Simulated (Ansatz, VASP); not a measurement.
**Two plane-wave programs on AlN**

File POSCAR:

```
AlN
1.0
    3.2500000000      0.0000000000      0.0000000000
    0.0000000000      5.2100000000      0.0000000000
    0.0000000000      0.0000000000      5.2525199128
Al N
4 4
Direct
    0.0000000000      0.0017252217      0.0017407679
    0.5000000000      0.5017252217      0.1649258988
    0.5000000000      0.0017252217      0.5017407679
    0.0000000000      0.5017252217      0.6649258988
    0.0000000000      0.3782747783      0.0067319733
    0.5000000000      0.8782747783      0.1599346934
    0.5000000000      0.3782747783      0.5067319733
    0.0000000000      0.8782747783      0.6599346934
```

File INCAR.step1:

```
SYSTEM = AlN
ALGO = Normal ; EDIFF = 1E-5
ENCUT = 520 ; GGA = PE
ISIF = 2 ; ISMEAR = 0
LASPH = .TRUE. ; LCHARG = .FALSE.
LREAL = .FALSE. ; LWAVE = .TRUE.
NBANDS = 26 ; NELM = 100
PREC = Accurate ; SIGMA = 0.01
```

The input INCAR.step2:

```
SYSTEM = AlN
ALGO = Normal ; EDIFF = 1E-7
ENCUT = 520 ; GGA = PE
HFSCREEN = 0.2079 ; ISIF = 2
ISMEAR = 0 ; ISTART = 1
LASPH = .TRUE. ; LCHARG = .FALSE.
LHFCALC = .TRUE. ; LREAL = .FALSE.
LWAVE = .FALSE. ; NBANDS = 26
NELM = 100 ; PREC = Accurate
PRECFOCK = Fast ; SIGMA = 0.01
```

KPOINTS

```
k-points
0
G
  4 3 3
  0 0 0
```

Input for Ansatz:

```yaml
crystal:
  lattice:
    - [3.25, 0.0, 0.0]
    - [0.0, 5.21, 0.0]
    - [0.0, 0.0, 5.2525199128]
  atoms:
    - { symbol: Al, position: [0.0, 0.0017252217, 0.0017407679] }
    - { symbol: "N", position: [0.0, 0.3782747783, 0.0067319733] }
    - { symbol: Al, position: [0.5, 0.5017252217, 0.1649258988] }
    - { symbol: "N", position: [0.5, 0.8782747783, 0.1599346934] }
    - { symbol: Al, position: [0.5, 0.0017252217, 0.5017407679] }
    - { symbol: "N", position: [0.5, 0.3782747783, 0.5067319733] }
    - { symbol: Al, position: [0.0, 0.5017252217, 0.6649258988] }
    - { symbol: "N", position: [0.0, 0.8782747783, 0.6599346934] }
scf:
  occupations: { method: fixed }
  n_extra_bands: 4
output:
  eigenvalues: true
  write_density: true
  write_potential: true
  elf: true
  volumetric_format: npy
kpoints:
  mp_grid: { grid: [4, 3, 3] }
hamiltonian:
  xc: hse06
```

Alike in both runs: task single point; functional HSE06; k mesh 4 × 3 × 3; no spin polarisation.

|  | VASP | Ansatz |
| --- | --- | --- |
| version | VASP 6.6.1 | Ansatz 0.2.0 |
| potentials or method | VASP PAW PBE potentials, release 64 (Al, N) | scalar-relativistic, plane waves, PAW |
| plane-wave cutoff (eV) | 520 | 420 |
| occupations | gaussian, width 0.01 eV | fixed |
| valence electrons in the cell | 32 | 32 |

VASP gave:

| Item | Value |
| --- | --- |
| gap on the k mesh at the Fermi level (eV) | 4.78 |
| least direct gap on the mesh (eV) | 4.78 |

**Question.** What did Ansatz give for the same quantities?

**Answer.** gap on the k mesh at the Fermi level (eV): 4.79; least direct gap on the mesh (eV): 4.79.

The k mesh is coarse, so the values compare programs but aren't converged.
